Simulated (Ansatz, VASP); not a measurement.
**One calculation of KI, two programs**

File POSCAR:

```
KI
1.0
    4.2909401063      0.0000000000      0.0000000000
    0.0000000000      4.2909401063      0.0000000000
    0.0000000000      0.0000000000      4.2909401063
K I
1 1
Direct
    0.0000000000      0.0000000000      0.0000000000
    0.5000000000      0.5000000000      0.5000000000
```

Contents of INCAR.step1:

```
SYSTEM = KI
ALGO = Normal
EDIFF = 1E-4
ENCUT = 520
GGA = PE
ISMEAR = 0
LASPH = .True.
LCHARG = .False.
LREAL = .False.
LWAVE = .True.
NBANDS = 15
NELM = 80
PREC = Accurate
SIGMA = 0.5
```

File INCAR.step2:

```
SYSTEM = KI
ALGO = Normal
EDIFF = 1E-6
ENCUT = 520
ISIF = 2
ISMEAR = 0
ISTART = 1
LASPH = .True.
LCHARG = .True.
LELF = .True.
LMIXTAU = .True.
LREAL = .False.
LVHAR = .True.
LWAVE = .False.
METAGGA = R2SCAN
NBANDS = 15
NELM = 80
PREC = Accurate
SIGMA = 0.5
```

Contents of KPOINTS:

```
k-points
0
Gamma
  4 4 4
  0 0 0
```

Input for Ansatz:

```yaml
crystal:
  lattice:
    - [4.2909401063, 0.0, 0.0]
    - [0.0, 4.2909401063, 0.0]
    - [0.0, 0.0, 4.2909401063]
  atoms:
    - { symbol: K, position: [0.0, 0.0, 0.0] }
    - { symbol: I, position: [0.5, 0.5, 0.5] }
kpoints:
  mp_grid: { grid: [4, 4, 4] }
hamiltonian:
  xc: r2scan
scf:
  occupations: { method: gaussian, width: 0.5 }
  n_extra_bands: 4
output:
  forces: true
  stress: true
  eigenvalues: true
```

Alike in both runs: task single point; functional r2SCAN; k mesh 4 × 4 × 4; occupations gaussian, width 0.5 eV; no spin polarisation.

|  | VASP | Ansatz |
| --- | --- | --- |
| version | VASP 6.6.1 | Ansatz 0.2.0 |
| potentials or method | VASP PAW PBE potentials, release 64 (K_sv, I) | plane waves |
| plane-wave cutoff (eV) | 520 | 500 |
| valence electrons in the cell | 16 | 26 |

|  | VASP | Ansatz | Ansatz less VASP |
| --- | --- | --- | --- |
| gap on the k mesh at the Fermi level (eV) | 4.04 | 4.04 | +0.002 |
| pressure (GPa) | 0.1 | 0.1 | +0.01 |

VASP's potentials were made for PBE, not for r2SCAN. The functional is the same, so the differences come from potentials, cutoffs and numerics. VASP's potentials hold 16 valence electrons a cell and Ansatz's 26, so a difference there can come from the potentials and not from the codes.

Neither program's run includes spin-orbit coupling.
